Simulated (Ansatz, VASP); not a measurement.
One calculation of CdO, two programs

Contents of POSCAR:

```
CdO
1.0
    0.0000000000      2.3494836983      2.3494836983
    2.3494836983      0.0000000000      2.3494836983
    2.3494836983      2.3494836983      0.0000000000
Cd O
1 1
Direct
    0.0000000000      0.0000000000      0.0000000000
    0.5000000000      0.5000000000      0.5000000000
```

INCAR.step1

```
  PREC = Accurate
  ENCUT = 520
  EDIFF = 1E-5
  ISMEAR = -1
  SIGMA = 0.05
  LREAL = F
  LASPH = T
  NELM = 120
  ALGO = Normal
  ISIF = 2
  LWAVE = T
  GGA = PE
  NBANDS = 16
  GGA_COMPAT = F
```

INCAR.step2

```
  PREC = Accurate
  ENCUT = 520
  EDIFF = 1E-6
  ISMEAR = -1
  SIGMA = 0.05
  LREAL = F
  LASPH = T
  NELM = 120
  ALGO = Normal
  ISIF = 2
  LWAVE = F
  LCHARG = T
  GGA = PE
  LHFCALC = T
  HFSCREEN = 0.2079
  PRECFOCK = Normal
  LELF = T
  LVHAR = T
  ISTART = 1
  NBANDS = 16
  GGA_COMPAT = F
```

The input KPOINTS:

```
Automatic mesh
0
Gamma
  4 4 4
```

Input for Ansatz:

```yaml
crystal:
  lattice:
    - [0.0, 2.349483698255, 2.349483698255]
    - [2.349483698255, 0.0, 2.349483698255]
    - [2.349483698255, 2.349483698255, 0.0]
  atoms:
    - { symbol: Cd, position: [0.0, 0.0, 0.0] }
    - { symbol: O, position: [0.5, 0.5, 0.5] }
kpoints:
  mp_grid: { grid: [4, 4, 4] }
hamiltonian:
  xc: hse06
  pseudopotentials: { kind: paw }
scf:
  occupations: { method: fermi_dirac, width: 0.05 }
output:
  forces: true
  stress: true
  eigenvalues: true
```

Alike in both runs: task single point; functional HSE06; k mesh 4 × 4 × 4; occupations fermi-dirac, width 0.05 eV; no spin polarisation.

|  | VASP | Ansatz |
| --- | --- | --- |
| version | VASP 6.6.1 | Ansatz 0.2.0 development build |
| potentials or method | VASP PAW PBE potentials, release 64 (Cd, O) | plane waves, PAW datasets (generated soft set 1) |
| plane-wave cutoff (eV) | 520 | 420 |
| valence electrons in the cell | 18 | 26 |

|  | VASP | Ansatz | Ansatz less VASP |
| --- | --- | --- | --- |
| gap on the k mesh at the Fermi level (eV) | 0.91 | 0.93 | +0.020 |

VASP's potentials hold 18 valence electrons a cell and Ansatz's 26, so a difference there can come from the potentials and not from the codes. Ansatz's warnings: stress exchange threshold loose, stress scf threshold loose.

The k mesh is coarse, so the values compare programs but aren't converged.
